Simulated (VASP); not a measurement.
# BN (sol) (P6_3mc) in VASP: a series of runs

Runs on BN (sol). Level: PBEsol. Tasks: single point, relaxation of the atoms.

Everything below comes from runs of VASP 6.6.1. Logs are shortened: lines on timing, memory, paths and dates and some standing lists are left out, and cuts for length are marked.

**1. The cell of the first run**

The structure is hexagonal, space group P6_3mc (No. 186). Conventional cell: a = 2.542 Å, b = 2.542 Å, c = 4.161 Å, α = 90.00°, β = 90.00°, γ = 120.00°. B (site symmetry 3m) has 4 N at 1.56 Å within 2.1 Å. Within 2.1 Å of N (site symmetry 3m) lie 4 B at 1.56 Å.

**2. Single point, PBEsol (strained cell)**

File INCAR:

```
PREC = Accurate ; ENCUT = 520
EDIFF = 1E-6 ; ISMEAR = 0
SIGMA = 0.02 ; LREAL = F
LASPH = T ; NELM = 60
ALGO = Normal ; ISIF = 2
LWAVE = F ; LCHARG = F
GGA = PS ; NBANDS = 16
```

File KPOINTS:

```
regular mesh
0
Gamma
  9 9 6
```

File POSCAR:

```
BN
1.0
    2.5423269612      0.0000000000      0.0000000000
   -1.2711634806      2.2017197331      0.0000000000
    0.0000000000      0.0000000000      4.1606277790
B N
2 2
Direct
    0.3333333333      0.6666666667     -0.0003399502
    0.6666666667      0.3333333333      0.4996600498
    0.3333333333      0.6666666667      0.3743399502
    0.6666666667      0.3333333333      0.8743399502
```

Potentials or basis: VASP PAW PBE potentials, release 64 (B, N).

Command:

```sh
$ cat potpaw_PBE.64/B/POTCAR potpaw_PBE.64/N/POTCAR > POTCAR
$ mpirun -np 1 vasp_std > vasp.out
```

OUTCAR:

```text
PREC = Accurate
   ENCUT = 520
   EDIFF = 1E-6
   ISMEAR = 0
   LREAL = F
   LASPH = T
   NELM = 60
   ISIF = 2
   GGA = PS

 ion  position               nearest neighbor table
   1  0.333  0.667  1.000-   4 1.56   4 1.56   4 1.56   3 1.56
   2  0.667  0.333  0.500-   3 1.56   3 1.56   3 1.56   4 1.56
   3  0.333  0.667  0.374-   2 1.56   2 1.56   2 1.56   1 1.56
   4  0.667  0.333  0.874-   1 1.56   1 1.56   1 1.56   2 1.56

  LATTYP: Found a hexagonal cell.
 ALAT       =     2.5423269612
 C/A-ratio  =     1.6365431522

  Lattice vectors:

 A1 = (   2.5423269612,   0.0000000000,   0.0000000000)
 A2 = (  -1.2711634806,   2.2017197331,   0.0000000000)
 A3 = (   0.0000000000,   0.0000000000,   4.1606277790)

Analysis of symmetry for initial positions (statically):
=====================================================================
 Subroutine PRICEL returns:
 Original cell was already a primitive cell.

 Routine SETGRP: Setting up the symmetry group for a
 hexagonal supercell.

 Subroutine GETGRP returns: Found 12 space group operations
 (whereof  6 operations were pure point group operations)
 out of a pool of 24 trial point group operations.

The static configuration has the point symmetry C_3v.
 The point group associated with its full space group is C_6v.

Analysis of symmetry for dynamics (positions and initial velocities):
=====================================================================
 Subroutine PRICEL returns:
 Original cell was already a primitive cell.

 Routine SETGRP: Setting up the symmetry group for a
 hexagonal supercell.

 Subroutine GETGRP returns: Found 12 space group operations
 (whereof  6 operations were pure point group operations)
 out of a pool of 24 trial point group operations.

The dynamic configuration has the point symmetry C_3v.
 The point group associated with its full space group is C_6v.

 Subroutine INISYM returns: Found 12 space group operations
 (whereof  6 operations are pure point group operations),
 and found     1 'primitive' translations

----------------------------------------------------------------------------------------

                                     Primitive cell

  volume of cell :      23.2891

  direct lattice vectors                    reciprocal lattice vectors
     2.542326961  0.000000000  0.000000000     0.393340438  0.227095208  0.000000000
    -1.271163481  2.201719733  0.000000000     0.000000000  0.454190415  0.000000000
     0.000000000  0.000000000  4.160627779     0.000000000  0.000000000  0.240348345

  length of vectors
     2.542326961  2.542326961  4.160627779     0.454190415  0.454190415  0.240348345

  position of ions in fractional coordinates (direct lattice)
     0.333333333  0.666666667  0.999660050
     0.666666667  0.333333333  0.499660050
     0.333333333  0.666666667  0.374339950
     0.666666667  0.333333333  0.874339950

  ion indices of the primitive-cell ions
   primitive index   ion index
                 1           1
                 2           2
                 3           3
                 4           4

----------------------------------------------------------------------------------------

 KPOINTS: regular mesh

Automatic generation of k-mesh.
 Grid dimensions read from file:
 generate k-points for:    9    9    6

 Generating k-lattice:

  Cartesian coordinates                     Fractional coordinates (reciprocal lattice)
     0.043704493  0.025232801  0.000000000     0.111111111 -0.000000000  0.000000000
     0.000000000  0.050465602  0.000000000     0.000000000  0.111111111  0.000000000
     0.000000000  0.000000000  0.040058057     0.000000000  0.000000000  0.166666667

  Length of vectors
     0.050465602  0.050465602  0.040058057

  Shift w.r.t. Gamma in fractional coordinates (k-lattice)
     0.000000000  0.000000000  0.000000000

 Subroutine IBZKPT returns following result:
 ===========================================

 Found     48 irreducible k-points:

 Following reciprocal coordinates:
            Coordinates               Weight
  0.000000  0.000000  0.000000      1.000000
  0.111111  0.000000  0.000000      6.000000
  0.222222 -0.000000  0.000000      6.000000
  0.333333  0.000000  0.000000      6.000000
  0.444444 -0.000000  0.000000      6.000000
  0.111111  0.111111  0.000000      6.000000
[... 16 lines left out ...]
  0.333333  0.222222  0.166667     24.000000
  0.333333  0.333333  0.166667      4.000000
 [... further k-points ...]
   k-points           NKPTS =     48   k-points in BZ     NKDIM =     48   number of bands    NBANDS=     16
   number of dos      NEDOS =    301   number of ions     NIONS =      4
   total plane-waves  NPLWV =  12800
   dimension x,y,z NGX =    20 NGY =   20 NGZ =   32
   dimension x,y,z NGXF=    40 NGYF=   40 NGZF=   64
   ions per type =               2   2
   NGX,Y,Z   is equivalent  to a cutoff of  13.08, 13.08, 12.79 a.u.
   NGXF,Y,Z  is equivalent  to a cutoff of  26.16, 26.16, 25.57 a.u.
 SYSTEM =  unknown system
   PREC   = accura    normal or accurate (medium, high low for compatibility)
   ISTART =      0    job   : 0-new  1-cont  2-samecut
   ICHARG =      2    charge: 1-file 2-atom 10-const
   ISPIN  =      1    spin polarized calculation?
   LNONCOLLINEAR =      F non collinear calculations
   LSORBIT =      F    spin-orbit coupling
   LASPH  =      T    aspherical Exc in radial PAW
   ENCUT  =  520.0 eV  38.22 Ry    6.18 a.u.   4.73  4.73  7.74*2*pi/ulx,y,z
   NELM   =     60;   NELMIN=  2; NELMDL= -5     # of ELM steps
   EDIFF  = 0.1E-05   stopping-criterion for ELM
   LREAL  =      F    real-space projection
   EDIFFG = 0.1E-04   stopping-criterion for IOM
   NSW    =      0    number of steps for IOM
   IBRION =     -1    ionic relax: 0-MD 1-quasi-New 2-CG
   NFREE  =      0    steps in history (QN), initial steepest desc. (CG)
   ISIF   =      2    stress and relaxation
   ISYM   =      2    0-nonsym 1-usesym 2-fastsym
   POTIM  = 0.5000    time-step for ionic-motion
   TEBEG  =    0.0;   TEEND  =   0.0 temperature during run
   PSTRESS=    0.0 pullay stress
   NELECT =      16.0000    total number of electrons
   NUPDOWN=      -1.0000    fix difference up-down
   EMIN   =  10.00;   EMAX   =-10.00  energy-range for DOS
   EFERMI =   0.00;   METHOD = LEGACY
   ISMEAR =     0;   SIGMA  =   0.02  broadening in eV -4-tet -1-fermi 0-gaus
   EFERMI_NEDOS =   21; number of points for ismear=-14 and -15
   IALGO  =     38    algorithm
   IMIX   =      4    mixing-type and parameters
     AMIX     =   0.40;   BMIX     =  1.00
     AMIX_MAG =   1.60;   BMIX_MAG =  1.00
  volume/ion in A,a.u.               =       5.82        39.29
  Fermi-wavevector in a.u.,A,eV,Ry     =   1.444544  2.729792 28.391371  2.086707
  Thomas-Fermi vector in A             =   2.562827
   LORBIT       =      0    0 simple, 1 ext, 2 COOP (PROOUT), +10 PAW based schemes
   GGA     = PS    functional components
   LHFCALC =     F    Hartree Fock is set to
   AEXX    =    0.0000 exact exchange contribution
   IVDW    =     0    specifies the selected vdW correction
   LEPSILON=     F    determine dielectric tensor
   LRPA    =     F    only Hartree local field effects (RPA)
 non-spin polarized calculation
 Gauss-broadening in eV      SIGMA  =   0.02
  energy-cutoff  :      520.00
  volume of cell :       23.29
 maximum number of plane-waves:       652
 NGX is ok and might be reduce to    20
   NGX =  9   NGY =  9   NGZ = 15

 number of electron      16.0000000 magnetization

 Free energy of the ion-electron system (eV)
  ---------------------------------------------------
  ext. energy  EPLUGINS =         0.00000000
  ---------------------------------------------------
  free energy    TOTEN  =       -36.61644208 eV

  energy without entropy =      -36.61644208  energy(sigma->0) =      -36.61644208

 E-fermi :   7.8740     XC(G=0): -13.0762

 val. band max:        7.6922598137   @ k =   0.0000   0.0000   0.0000
 cond. band min:      12.6755355423   @ k =   0.3333   0.3333   0.0000
 fundamental gap:      4.9832757286
 Fermi energy:         7.8740012282

 k-point     1 :       0.0000    0.0000    0.0000
  band No.  band energies     occupation
      1     -12.8966      2.00000
      2      -8.5278      2.00000
      3      -3.4213      2.00000
      4       5.4452      2.00000
      5       5.4452      2.00000
      6       7.4551      2.00000
[... 8 lines left out ...]
     15      19.6484      0.00000
     16      24.0840      0.00000

 k-point     2 :       0.1111    0.0000    0.0000
  band No.  band energies     occupation
      1     -12.6259      2.00000
      2      -8.3227      2.00000
      3      -3.1545      2.00000
      4       4.2592      2.00000
      5       4.9570      2.00000
      6       6.7116      2.00000
[... 8 lines left out ...]
     15      20.4230      0.00000
     16      23.6263      0.00000

 k-point     3 :       0.2222   -0.0000    0.0000
  band No.  band energies     occupation
      1     -11.8292      2.00000
      2      -7.7657      2.00000
      3      -2.3734      2.00000
      4       1.7443      2.00000
      5       3.9708      2.00000
      6       4.5375      2.00000
[... 8 lines left out ...]
     15      22.2588      0.00000
     16      22.9063      0.00000

 k-point     4 :       0.3333    0.0000    0.0000
  band No.  band energies     occupation
      1     -10.5722      2.00000
      2      -7.1370      2.00000
      3      -1.1934      2.00000
      4      -0.6478      2.00000
      5       2.1585      2.00000
      6       3.0919      2.00000
[... 8 lines left out ...]
     15      23.8351      0.00000
     16      24.2484      0.00000
[... 324 lines left out ...]
 k-point    22 :       0.2222    0.2222    0.1667
  band No.  band energies     occupation
      1      -9.7171      2.00000
      2      -7.1637      2.00000
      3      -0.9580      2.00000
      4       0.0996      2.00000
      5       0.9054      2.00000
      6       2.1015      2.00000
[... 8 lines left out ...]
     15      23.1318      0.00000
     16      24.0759      0.00000

 k-point    23 :       0.3333    0.2222    0.1667
  band No.  band energies     occupation
      1      -8.3836      2.00000
      2      -7.0748      2.00000
      3      -1.6013      2.00000
      4      -0.4612      2.00000
      5       0.5665      2.00000
      6       1.9262      2.00000
[... 8 lines left out ...]
     15      23.7147      0.00000
     16      24.3469      0.00000

 k-point    24 :       0.3333    0.3333    0.1667
  band No.  band energies     occupation
      1      -7.4414      2.00000
      2      -7.4414      2.00000
      3      -1.6199      2.00000
      4      -0.2221      2.00000
      5      -0.2221      2.00000
      6       1.7788      2.00000
[... 8 lines left out ...]
     15      23.9638      0.00000
     16      23.9638      0.00000

 [... further k-points ...]
[... 5 lines left out ...]
  --------------------------------------------------------------------------------------
  -------------------------------------------------------------------------------------
  Total        0.1070379      0.1070379      1.6846966      0.0000000      0.0000000      0.0000000
  in kB        7.3636933      7.3636933    115.8990795      0.0000000      0.0000000      0.0000000
  external PRESSURE =      43.5421554 kB  Pullay stress =       0.0000000 kB

 VOLUME and BASIS-vectors are now :
 -----------------------------------------------------------------------------
  energy-cutoff  :      520.00
  volume of cell :       23.29
      direct lattice vectors                 reciprocal lattice vectors
     2.542326961  0.000000000  0.000000000     0.393340438  0.227095208  0.000000000
    -1.271163481  2.201719733  0.000000000     0.000000000  0.454190415  0.000000000
     0.000000000  0.000000000  4.160627779     0.000000000  0.000000000  0.240348345

 POSITION                                       TOTAL-FORCE (eV/Angst)
 -----------------------------------------------------------------------------------
     -0.00000      1.46781      4.15921         0.000000      0.000000     -0.000023
      1.27116      0.73391      2.07890        -0.000000      0.000000     -0.000023
     -0.00000      1.46781      1.55749        -0.000000     -0.000000      0.000023
      1.27116      0.73391      3.63780        -0.000000      0.000000      0.000023
 -----------------------------------------------------------------------------------
    total drift:                               -0.000000     -0.000000     -0.000328

  FREE ENERGIE OF THE ION-ELECTRON SYSTEM (eV)
  ---------------------------------------------------
  free  energy   TOTEN  =       -36.6164420825 eV

  energy  without entropy=      -36.6164420825  energy(sigma->0) =      -36.61644208
```

It took 6.8 s on 1 thread of Intel Xeon 6975P-C (Granite Rapids), shared host; peak memory 0.14 GiB.

What came out:

- Free energy: -36.6164 eV
- Pressure: 4.4 GPa
- Band gap on the k mesh: 4.98 eV, indirect (least direct gap 8.20 eV)

Stress tensor (GPa, compression positive):
```
 0.74  0.00  0.00
 0.00  0.74  0.00
 0.00  0.00 11.59
```

Caveat: the cell differs from its parent crystal (strained cell); the PAW data sets were made with another functional, which shifts forces and pressure a little.

[end of part 1 of 3]
